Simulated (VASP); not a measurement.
# SiC (Pm-3n) in VASP: further runs

SiC is run at these levels: PBE; tasks: single point, relaxation of cell and atoms.

Everything below comes from runs of VASP 6.6.1. Logs are shortened: lines on timing, memory, paths and dates and some standing lists are left out, and cuts for length are marked.

**1. The cell of the first run**

Symmetry: Pm-3n, No. 223, cubic system. The conventional cell has a = 5.357 Å, b = 5.357 Å, c = 5.357 Å, α = 90.00°, β = 90.00°, γ = 90.00°. Si (site symmetry -4m2) has 4 C at 1.89 Å within 2.5 Å. Within 2.5 Å of C (site symmetry -4m2) lie 4 Si at 1.89 Å.

**2. Single point, PBE**

Contents of INCAR:

```
SYSTEM = SiC
  PREC = Accurate
  ENCUT = 520
  EDIFF = 1E-6
  ISMEAR = 0
  SIGMA = 0.1
  LREAL = .FALSE.
  LASPH = .TRUE.
  NELM = 100
  ALGO = Normal
  ISIF = 2
  LWAVE = .FALSE.
  LCHARG = .FALSE.
  GGA = PE
  NBANDS = 36
```

Contents of KPOINTS:

```
Automatic mesh
0
G
  4 4 4
  0 0 0
```

Contents of POSCAR:

```
SiC
1.0
    5.3570960987      0.0000000000      0.0000000000
    0.0000000000      5.3570960987      0.0000000000
    0.0000000000      0.0000000000      5.3570960987
Si C
6 6
Direct
    0.7500000000      0.5000000000      0.0000000000
    0.5000000000      0.0000000000      0.7500000000
    0.0000000000      0.7500000000      0.5000000000
    0.0000000000      0.2500000000      0.5000000000
    0.2500000000      0.5000000000      0.0000000000
    0.5000000000      0.0000000000      0.2500000000
    0.5000000000      0.7500000000      0.0000000000
    0.7500000000      0.0000000000      0.5000000000
    0.0000000000      0.5000000000      0.7500000000
    0.2500000000      0.0000000000      0.5000000000
    0.0000000000      0.5000000000      0.2500000000
    0.5000000000      0.2500000000      0.0000000000
```

Potentials or basis: VASP PAW PBE potentials, release 64 (Si, C).

The run is started by

```console
> cat potpaw_PBE.64/Si/POTCAR potpaw_PBE.64/C/POTCAR > POTCAR
> mpirun -np 1 vasp_std > vasp.out
```

OUTCAR:

```text
SYSTEM = SiC
   PREC = Accurate
   ENCUT = 520
   EDIFF = 1E-6
   ISMEAR = 0
   LREAL = .FALSE.
   LASPH = .TRUE.
   NELM = 100
   ISIF = 2
   GGA = PE

 ion  position               nearest neighbor table
   1  0.750  0.500  0.000-   7 1.89   9 1.89  11 1.89  12 1.89   5 2.68   5 2.68
   2  0.500  0.000  0.750-   7 1.89   8 1.89  10 1.89  12 1.89   6 2.68   6 2.68
   3  0.000  0.750  0.500-   8 1.89   9 1.89  10 1.89  11 1.89   4 2.68   4 2.68
   4  0.000  0.250  0.500-   8 1.89   9 1.89  10 1.89  11 1.89   3 2.68   3 2.68
   5  0.250  0.500  0.000-   7 1.89   9 1.89  11 1.89  12 1.89   1 2.68   1 2.68
   6  0.500  0.000  0.250-   7 1.89   8 1.89  10 1.89  12 1.89   2 2.68   2 2.68
   7  0.500  0.750  0.000-   1 1.89   2 1.89   5 1.89   6 1.89
   8  0.750  0.000  0.500-   2 1.89   3 1.89   4 1.89   6 1.89
   9  0.000  0.500  0.750-   1 1.89   3 1.89   4 1.89   5 1.89
  10  0.250  0.000  0.500-   2 1.89   3 1.89   4 1.89   6 1.89
  11  0.000  0.500  0.250-   1 1.89   3 1.89   4 1.89   5 1.89
  12  0.500  0.250  0.000-   1 1.89   2 1.89   5 1.89   6 1.89

  LATTYP: Found a simple cubic cell.
 ALAT       =     5.3570960987

  Lattice vectors:

 A1 = (   5.3570960987,   0.0000000000,   0.0000000000)
 A2 = (   0.0000000000,   5.3570960987,   0.0000000000)
 A3 = (   0.0000000000,   0.0000000000,   5.3570960987)

Analysis of symmetry for initial positions (statically):
=====================================================================
 Subroutine PRICEL returns:
 Original cell was already a primitive cell.

 Routine SETGRP: Setting up the symmetry group for a
 simple cubic supercell.

 Subroutine GETGRP returns: Found 48 space group operations
 (whereof 24 operations were pure point group operations)
 out of a pool of 48 trial point group operations.

The static configuration has the point symmetry T_h .
 The point group associated with its full space group is O_h .

Analysis of symmetry for dynamics (positions and initial velocities):
=====================================================================
 Subroutine PRICEL returns:
 Original cell was already a primitive cell.

 Routine SETGRP: Setting up the symmetry group for a
 simple cubic supercell.

 Subroutine GETGRP returns: Found 48 space group operations
 (whereof 24 operations were pure point group operations)
 out of a pool of 48 trial point group operations.

The dynamic configuration has the point symmetry T_h .
 The point group associated with its full space group is O_h .

 Subroutine INISYM returns: Found 48 space group operations
 (whereof 24 operations are pure point group operations),
 and found     1 'primitive' translations

----------------------------------------------------------------------------------------

                                     Primitive cell

  volume of cell :     153.7405

  direct lattice vectors                    reciprocal lattice vectors
     5.357096099  0.000000000  0.000000000     0.186668296  0.000000000  0.000000000
     0.000000000  5.357096099  0.000000000     0.000000000  0.186668296  0.000000000
     0.000000000  0.000000000  5.357096099     0.000000000  0.000000000  0.186668296

  length of vectors
     5.357096099  5.357096099  5.357096099     0.186668296  0.186668296  0.186668296

  position of ions in fractional coordinates (direct lattice)
     0.750000000  0.500000000  0.000000000
     0.500000000  0.000000000  0.750000000
     0.000000000  0.750000000  0.500000000
     0.000000000  0.250000000  0.500000000
     0.250000000  0.500000000  0.000000000
     0.500000000  0.000000000  0.250000000
     0.500000000  0.750000000  0.000000000
     0.750000000  0.000000000  0.500000000
     0.000000000  0.500000000  0.750000000
     0.250000000  0.000000000  0.500000000
     0.000000000  0.500000000  0.250000000
     0.500000000  0.250000000  0.000000000

  ion indices of the primitive-cell ions
   primitive index   ion index
                 1           1
                 2           2
                 3           3
                 4           4
                 5           5
                 6           6
                 7           7
                 8           8
                 9           9
                10          10
                11          11
                12          12

----------------------------------------------------------------------------------------

 KPOINTS: Automatic mesh

Automatic generation of k-mesh.
 Grid dimensions read from file:
 generate k-points for:    4    4    4

 Generating k-lattice:

  Cartesian coordinates                     Fractional coordinates (reciprocal lattice)
     0.046667074  0.000000000  0.000000000     0.250000000  0.000000000  0.000000000
     0.000000000  0.046667074  0.000000000     0.000000000  0.250000000  0.000000000
     0.000000000  0.000000000  0.046667074     0.000000000  0.000000000  0.250000000

  Length of vectors
     0.046667074  0.046667074  0.046667074

  Shift w.r.t. Gamma in fractional coordinates (k-lattice)
     0.000000000  0.000000000  0.000000000

 Subroutine IBZKPT returns following result:
 ===========================================

 Found     10 irreducible k-points:

 Following reciprocal coordinates:
            Coordinates               Weight
  0.000000  0.000000  0.000000      1.000000
  0.250000  0.000000  0.000000      6.000000
  0.500000  0.000000  0.000000      3.000000
  0.250000  0.250000  0.000000     12.000000
  0.500000  0.250000  0.000000     12.000000
  0.500000  0.500000  0.000000      3.000000
  0.250000  0.250000  0.250000      8.000000
  0.500000  0.250000  0.250000     12.000000
  0.500000  0.500000  0.250000      6.000000
  0.500000  0.500000  0.500000      1.000000
   k-points           NKPTS =     10   k-points in BZ     NKDIM =     10   number of bands    NBANDS=     36
   number of dos      NEDOS =    301   number of ions     NIONS =     12
   total plane-waves  NPLWV =  64000
   dimension x,y,z NGX =    40 NGY =   40 NGZ =   40
   dimension x,y,z NGXF=    80 NGYF=   80 NGZF=   80
   ions per type =               6   6
   NGX,Y,Z   is equivalent  to a cutoff of  12.41, 12.41, 12.41 a.u.
   NGXF,Y,Z  is equivalent  to a cutoff of  24.83, 24.83, 24.83 a.u.
 SYSTEM =  SiC
   PREC   = accura    normal or accurate (medium, high low for compatibility)
   ISTART =      0    job   : 0-new  1-cont  2-samecut
   ICHARG =      2    charge: 1-file 2-atom 10-const
   ISPIN  =      1    spin polarized calculation?
   LNONCOLLINEAR =      F non collinear calculations
   LSORBIT =      F    spin-orbit coupling
   LASPH  =      T    aspherical Exc in radial PAW
   ENCUT  =  520.0 eV  38.22 Ry    6.18 a.u.   9.96  9.96  9.96*2*pi/ulx,y,z
   NELM   =    100;   NELMIN=  2; NELMDL= -5     # of ELM steps
   EDIFF  = 0.1E-05   stopping-criterion for ELM
   LREAL  =      F    real-space projection
   EDIFFG = 0.1E-04   stopping-criterion for IOM
   NSW    =      0    number of steps for IOM
   IBRION =     -1    ionic relax: 0-MD 1-quasi-New 2-CG
   NFREE  =      0    steps in history (QN), initial steepest desc. (CG)
   ISIF   =      2    stress and relaxation
   ISYM   =      2    0-nonsym 1-usesym 2-fastsym
   POTIM  = 0.5000    time-step for ionic-motion
   TEBEG  =    0.0;   TEEND  =   0.0 temperature during run
   PSTRESS=    0.0 pullay stress
   NELECT =      48.0000    total number of electrons
   NUPDOWN=      -1.0000    fix difference up-down
   EMIN   =  10.00;   EMAX   =-10.00  energy-range for DOS
   EFERMI =   0.00;   METHOD = LEGACY
   ISMEAR =     0;   SIGMA  =   0.10  broadening in eV -4-tet -1-fermi 0-gaus
   EFERMI_NEDOS =   21; number of points for ismear=-14 and -15
   IALGO  =     38    algorithm
   IMIX   =      4    mixing-type and parameters
     AMIX     =   0.40;   BMIX     =  1.00
     AMIX_MAG =   1.60;   BMIX_MAG =  1.00
  volume/ion in A,a.u.               =      12.81        86.46
  Fermi-wavevector in a.u.,A,eV,Ry     =   1.110604  2.098737 16.781980  1.233441
  Thomas-Fermi vector in A             =   2.247157
   LORBIT       =      0    0 simple, 1 ext, 2 COOP (PROOUT), +10 PAW based schemes
   GGA     = PE    functional components
   LHFCALC =     F    Hartree Fock is set to
   AEXX    =    0.0000 exact exchange contribution
   IVDW    =     0    specifies the selected vdW correction
   LEPSILON=     F    determine dielectric tensor
   LRPA    =     F    only Hartree local field effects (RPA)
 non-spin polarized calculation
 Gauss-broadening in eV      SIGMA  =   0.10
  energy-cutoff  :      520.00
  volume of cell :      153.74
 maximum number of plane-waves:      4224
 NGX is ok and might be reduce to    40
   NGX = 19   NGY = 19   NGZ = 19

 number of electron      48.0000006 magnetization

 Free energy of the ion-electron system (eV)
  ---------------------------------------------------
  ext. energy  EPLUGINS =         0.00000000
  ---------------------------------------------------
  free energy    TOTEN  =       -87.67312141 eV

  energy without entropy =      -87.67312141  energy(sigma->0) =      -87.67312141

 E-fermi :   6.4508     XC(G=0):  -9.9243

 val. band max:        5.9977355887   @ k =   0.0000   0.0000   0.0000
 cond. band min:       8.0277809748   @ k =   0.2500   0.0000   0.0000
 fundamental gap:      2.0300453861
 Fermi energy:         6.4507633269

 k-point     1 :       0.0000    0.0000    0.0000
  band No.  band energies     occupation
      1      -9.0738      2.00000
      2      -6.8152      2.00000
      3      -6.8152      2.00000
      4      -4.2384      2.00000
      5      -4.2384      2.00000
      6      -4.2384      2.00000
[... 28 lines left out ...]
     35      12.7072      0.00000
     36      13.8896      0.00000
[... 320 lines left out ...]
      6      -6.6722      2.00000
[... 28 lines left out ...]
     35      12.4550      0.00000
     36      12.4550      0.00000

------------------------ aborting loop because EDIFF is reached ----------------------------------------

  FORCE on cell =-STRESS in cart. coord.  units (eV):
  Direction    XX          YY          ZZ          XY          YZ          ZX
  --------------------------------------------------------------------------------------
  -------------------------------------------------------------------------------------
  Total       -0.0243848     -0.0243848     -0.0243848     -0.0000000      0.0000000     -0.0000000
  in kB       -0.2541211     -0.2541211     -0.2541211     -0.0000000      0.0000000     -0.0000000
  external PRESSURE =      -0.2541211 kB  Pullay stress =       0.0000000 kB

 VOLUME and BASIS-vectors are now :
 -----------------------------------------------------------------------------
  energy-cutoff  :      520.00
  volume of cell :      153.74
      direct lattice vectors                 reciprocal lattice vectors
     5.357096099  0.000000000  0.000000000     0.186668296  0.000000000  0.000000000
     0.000000000  5.357096099  0.000000000     0.000000000  0.186668296  0.000000000
     0.000000000  0.000000000  5.357096099     0.000000000  0.000000000  0.186668296

 POSITION                                       TOTAL-FORCE (eV/Angst)
 -----------------------------------------------------------------------------------
      4.01782      2.67855      0.00000        -0.000000     -0.000000     -0.000000
      2.67855      0.00000      4.01782         0.000000     -0.000000     -0.000000
      0.00000      4.01782      2.67855        -0.000000      0.000000     -0.000000
      0.00000      1.33927      2.67855        -0.000000      0.000000      0.000000
      1.33927      2.67855      0.00000         0.000000      0.000000      0.000000
      2.67855      0.00000      1.33927        -0.000000      0.000000      0.000000
      2.67855      4.01782      0.00000         0.000000     -0.000000     -0.000000
      4.01782      0.00000      2.67855        -0.000000      0.000000      0.000000
      0.00000      2.67855      4.01782        -0.000000     -0.000000     -0.000000
      1.33927      0.00000      2.67855         0.000000     -0.000000     -0.000000
      0.00000      2.67855      1.33927         0.000000      0.000000      0.000000
      2.67855      1.33927      0.00000         0.000000      0.000000      0.000000
 -----------------------------------------------------------------------------------
    total drift:                                0.000000      0.000000      0.000000

  FREE ENERGIE OF THE ION-ELECTRON SYSTEM (eV)
  ---------------------------------------------------
  free  energy   TOTEN  =       -87.6731214056 eV

  energy  without entropy=      -87.6731214056  energy(sigma->0) =      -87.67312141
```

Wall time 44 s (1 thread of Intel Xeon Platinum 8375C at 2.90GHz (Ice Lake), shared host); peak memory 0.24 GiB.

Results:

- Free energy: -87.6731 eV
- Pressure: 0.0 GPa
- Band gap on the k mesh: 2.03 eV, indirect (least direct gap 2.12 eV)

A k mesh can miss the band edges. A hybrid or GW would open this gap; PBE tends to underestimate it.

**3. Relaxation of cell and atoms, PBE**

This run uses another cell than the first one, of 11.45 Å³/atom, 0.894 times its volume.

Contents of INCAR:

```
PREC = Accurate
ENCUT = 600
EDIFF = 1E-7
ISMEAR = 0
SIGMA = 0.1
LREAL = F
LASPH = T
NELM = 100
ALGO = Normal
ISIF = 3
LWAVE = F
LCHARG = F
GGA = PE
IBRION = 2
NSW = 90
EDIFFG = -0.04
```

Contents of KPOINTS:

```
Automatic mesh
0
Gamma
  4 4 4
```

Changes to POSCAR since step 2:

```diff
@@ -2,5 +2,5 @@
 1.0
-    5.3570960987      0.0000000000      0.0000000000
-    0.0000000000      5.3570960987      0.0000000000
-    0.0000000000      0.0000000000      5.3570960987
+    5.1604652900      0.0000000000      0.0000000000
+    0.0000000000      5.1604652900      0.0000000000
+    0.0000000000      0.0000000000      5.1604652900
 Si C
```

Potentials or basis: VASP PAW PBE potentials, release 64 (Si, C).

The run is started by

```console
> cat potpaw_PBE.64/Si/POTCAR potpaw_PBE.64/C/POTCAR > POTCAR
> mpirun -np 1 vasp_std > vasp.out
```

Wall time 2.1 min (1 thread of Intel Xeon Platinum 8375C at 2.90GHz (Ice Lake), shared host); peak memory 0.27 GiB.

It converged, with:

```
Free energy                            : -87.6688 eV
Relaxed volume                         : 12.83 Å³/atom
Relaxed cell                           : a = 5.360 Å, b = 5.360 Å, c = 5.360 Å, α = 90.00°, β = 90.00°, γ = 90.00°
Space group after relaxing (to 0.05 Å) : Pm-3n (No. 223)
Energy gained by relaxing              : 88.5 meV/atom
Ionic steps                            : 3
Pressure after relaxing                : -0.3 GPa
Band gap on the k mesh                 : 2.03 eV, indirect (least direct gap 2.12 eV)
```

Step by step:
```
step  energy change (eV)  largest force (eV/Å)  pressure (GPa)  volume (Å³)
   1              0.0000                0.0000           22.96       137.43
   2             -0.0593                0.0000          -15.32       172.71
   3             -1.0623                0.0000           -0.34       153.99
```

Final structure:
```
CELL_PARAMETERS angstrom
5.35999 0.00000 0.00000
0.00000 5.35999 0.00000
0.00000 0.00000 5.35999
ATOMIC_POSITIONS crystal
Si 0.75000 0.50000 0.00000
Si 0.50000 0.00000 0.75000
Si 0.00000 0.75000 0.50000
Si 0.00000 0.25000 0.50000
Si 0.25000 0.50000 0.00000
Si 0.50000 0.00000 0.25000
C 0.50000 0.75000 0.00000
C 0.75000 0.00000 0.50000
C 0.00000 0.50000 0.75000
C 0.25000 0.00000 0.50000
C 0.00000 0.50000 0.25000
C 0.50000 0.25000 0.00000
```

Levels at points of the mesh, in eV from the valence-band top:
```tsv
k point	band 22	band 23	band 24	band 25	band 26	band 27
(0.00, 0.00, 0.00)	0.00	0.00	0.00	2.79	2.79	2.79
(0.50, 0.00, 0.00)	-1.02	-0.30	-0.30	2.03	2.03	4.97
(0.50, 0.50, 0.00)	-1.39	-0.80	-0.34	3.64	3.64	4.33
(0.50, 0.50, 0.50)	-2.16	-2.16	-2.16	4.90	4.90	4.90
```

A k mesh can miss the band edges. A hybrid or GW would open this gap; PBE tends to underestimate it.
